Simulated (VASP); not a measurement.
Write the native input for VASP 6.6.1 that does the following.

```
Task                   : relaxation of cell and atoms
Functional             : PBE
Potentials or basis    : VASP PAW PBE potentials, release 64 (Mg, Se)
Cutoff                 : 600 eV
k mesh                 : 4 × 4 × 4
Occupations            : gaussian, width 0.1 eV
Spin                   : no spin polarisation
Dipole correction      : no
Further INCAR settings : ALGO = Normal; EDIFF = 1e-06; IBRION = 2; EDIFFG = -0.04; NSW = 90; ISIF = 3
```

The structure of MgSe5 lies in POSCAR:

```
MgSe5
1.0
    0.0000000000      4.2981067400      4.2981067400
    4.2981067400      0.0000000000      4.2981067400
    4.2981067400      4.2981067400      0.0000000000
Mg Se
1 5
Direct
    0.0000000000      0.0000000000      0.0000000000
    0.7500000000      0.7500000000      0.7500000000
    0.3750000000      0.3750000000      0.8750000000
    0.3750000000      0.8750000000      0.3750000000
    0.8750000000      0.3750000000      0.3750000000
    0.3750000000      0.3750000000      0.3750000000
```

The cell was built from a structure type or drawn by symmetry, and may not be a known phase.

These files were run (other wordings do the same):

INCAR

```
ALGO     = Normal         # electronic algorithm
EDIFF    = 1E-6           # SCF threshold, eV
EDIFFG   = -0.04          # ionic threshold
ENCUT    = 600            # plane-wave cutoff, eV
GGA      = PE             # functional
IBRION   = 2              # ionic algorithm
ISIF     = 3              # what is computed and relaxed
ISMEAR   = 0              # smearing method
LASPH    = True           # aspherical terms in the spheres
LCHARG   = False          # write CHGCAR
LREAL    = False          # projectors in reciprocal space
LWAVE    = False          # write WAVECAR
NELM     = 100            # most SCF steps
NSW      = 90             # ionic steps
PREC     = Accurate       # precision mode
SIGMA    = 0.1            # smearing width, eV
```

KPOINTS

```
k-points
0
Gamma
  4 4 4
```

Potentials or basis: VASP PAW PBE potentials, release 64 (Mg, Se).

Launch:

```sh
$ cat potpaw_PBE.64/Mg/POTCAR potpaw_PBE.64/Se/POTCAR > POTCAR
$ mpirun -np 1 vasp_std > vasp.out
```

It gave:

```yaml
Relaxed_volume: 22.55 Å³/atom
Relaxed_cell: a = 5.763 Å, b = 5.763 Å, c = 5.763 Å, α = 60.00°, β = 60.00°, γ = 60.00°
Space_group_after_relaxing_to_0.1_Å: F-43m (No. 216)
Energy_gained_by_relaxing: 88.5 meV/atom
Ionic_steps: 7
Pressure_after_relaxing: 0.0 GPa
Band_gap_on_the_k_mesh: zero (bands 16 and 17 overlap by 1.27 eV)
```

It took 6.5 min on 1 thread of Intel Xeon 8259CL, with other jobs on the host, peak memory 0.38 GiB.
